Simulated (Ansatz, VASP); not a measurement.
**One calculation of Zr, two programs**

The input INCAR:

```
  PREC = Accurate
  ENCUT = 520
  EDIFF = 1E-8
  ISMEAR = -1
  SIGMA = 0.08
  LREAL = F
  LASPH = T
  NELM = 80
  ALGO = Normal
  ISIF = 2
  LWAVE = F
  LCHARG = F
  GGA = PS
  LEFG = T
  NBANDS = 12
```

KPOINTS

```
regular mesh
0
Gamma
  14 14 14
```

POSCAR

```
Zr
1.0
   -1.7978519830      1.7978519830      1.7978519830
    1.7978519830     -1.7978519830      1.7978519830
    1.7978519830      1.7978519830     -1.7978519830
Zr
1
Direct
    0.0000000000      0.0000000000      0.0000000000
```

Input for Ansatz:

```yaml
crystal:
  lattice:
    - [-1.797851983, 1.797851983, 1.797851983]
    - [1.797851983, -1.797851983, 1.797851983]
    - [1.797851983, 1.797851983, -1.797851983]
  atoms:
    - { symbol: Zr, position: [0.0, 0.0, 0.0] }
kpoints:
  mp_grid: { grid: [14, 14, 14] }
scf:
  occupations: { method: fermi_dirac, width: 0.08 }
hamiltonian:
  xc: pbesol
  pseudopotentials: { kind: all_electron, datasets: crystal }
output:
  forces: true
  stress: true
  eigenvalues: true
  efg: { contact_densities: true }
```

Change from the starting cell: volume scaled by 0.98, crystal datasets.

Alike in both runs: task electric field gradients; functional PBEsol; k mesh 14 × 14 × 14; occupations fermi-dirac, width 0.08 eV; no spin polarisation.

```csv
,VASP,Ansatz
version,VASP 6.6.1,Ansatz 0.2.0
potentials or method,"VASP PAW PBE potentials, release 64 (Zr_sv), cutoff 520 eV","all-electron PAW with datasets made for the crystal, scalar-relativistic"
```

|  | VASP | Ansatz | Ansatz less VASP |
| --- | --- | --- | --- |
| pressure (GPa) | -5.2 | -5.2 | -0.04 |

VASP's potentials were made for PBE, not for PBEsol. Ansatz ran all-electron here, and VASP with PAW potentials.
